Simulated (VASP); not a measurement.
TiC: single point with PBE

The system is TiC.

```
CELL_PARAMETERS angstrom
0.00000 2.16400 2.16400
2.16400 0.00000 2.16400
2.16400 2.16400 0.00000
ATOMIC_POSITIONS crystal
Ti 0.98845 0.98845 0.01155
C 0.50000 0.50000 0.50000
```

This cell differs from its parent crystal: all Ti atoms moved +0.050 Å, as atom 1 towards its neighbour atom 2 (C) at 2.164 Å.

```json
{
  "Program": "VASP 6.6.1",
  "Task": "single point",
  "Functional": "PBE",
  "Potentials or basis": "VASP PAW PBE potentials, release 64 (Ti_sv, C)",
  "Cutoff": "520 eV",
  "k mesh": "18 × 18 × 18",
  "Occupations": "gaussian, width 0.15 eV",
  "Spin": "no spin polarisation",
  "Dipole correction": "no",
  "Further INCAR settings": "ALGO = Normal; EDIFF = 1e-06; NBANDS = 15"
}
```

```yaml
Pressure: 1.4 GPa
Largest_force: 0.469 eV/Å
Band_gap_on_the_k_mesh: zero (bands 8 and 9 overlap by 1.11 eV)
```

Forces in eV/Å, atoms in the order of the input:
```
Ti   0.000  0.000  0.469
C    0.000  0.000 -0.469
```

Stress tensor (GPa, compression positive):
```
1.13 0.00 0.00
0.00 1.13 0.00
0.00 0.00 1.82
```

Levels at points of the mesh, in eV from the Fermi level:
```
           k point  band 6  band 7  band 8  band 9  band 10  band 11
(0.00, 0.00, 0.00)    0.59    0.59    0.68    1.25     1.70     1.76
(0.50, 0.00, 0.00)   -5.86   -2.91   -2.91    2.90     2.91     4.09
(0.50, 0.50, 0.00)   -3.44   -1.64   -0.05   -0.05     2.70     3.51
(0.00, 0.50, 0.50)   -3.45   -1.71   -0.07    0.03     2.73     3.51
```

Wall time 2.5 min on 1 thread of Intel Xeon 8259CL (shared host), peak memory 0.26 GiB.

Caveat: the cell differs from its parent crystal (all Ti atoms moved +0.050 Å, as atom 1 towards its neighbour atom 2 (C) at 2.164 Å).
